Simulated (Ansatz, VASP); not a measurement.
Te2Mo: VASP beside Ansatz

```
Te Mo
1.0
     3.52000    0.00000    0.00000
    -1.76000    3.04841    0.00000
     0.00000    0.00000   31.04000
Te Mo
2 1
Cartesian
  1.7600 1.0161 8.9991
  1.7600 1.0161 12.6209
  0.0000 2.0323 10.8100
```

Alike in both runs: functional PBE; dispersion D3(BJ); k mesh 12 × 12 × 1; occupations gaussian, width 0.02 eV; no spin polarisation.

Ansatz relaxed the structure, and its values are those at the end. VASP's run is a single point on that final structure, the one shown.

```csv
,VASP,Ansatz
version,VASP 6.6.1,Ansatz 0.2.0
potentials or method,"VASP PAW PBE potentials, release 64 (Te, Mo_sv)","scalar-relativistic, plane waves, PAW"
plane-wave cutoff (eV),520,420
valence electrons in the cell,26,46
```

Ansatz gave:

- gap on the k mesh at the Fermi level (eV): 1.15
- least direct gap on the mesh (eV): 1.15
- rms of the force components (eV/Å): 0.000

**Question.** Estimate VASP's values.

**Answer.** gap on the k mesh at the Fermi level (eV): 1.15; least direct gap on the mesh (eV): 1.15; rms of the force components (eV/Å): 0.006.

VASP's potentials hold 26 valence electrons a cell and Ansatz's 46, so a difference there can come from the potentials and not from the codes. Ansatz's warnings: slab cell height set.

Neither program's run includes spin-orbit coupling.
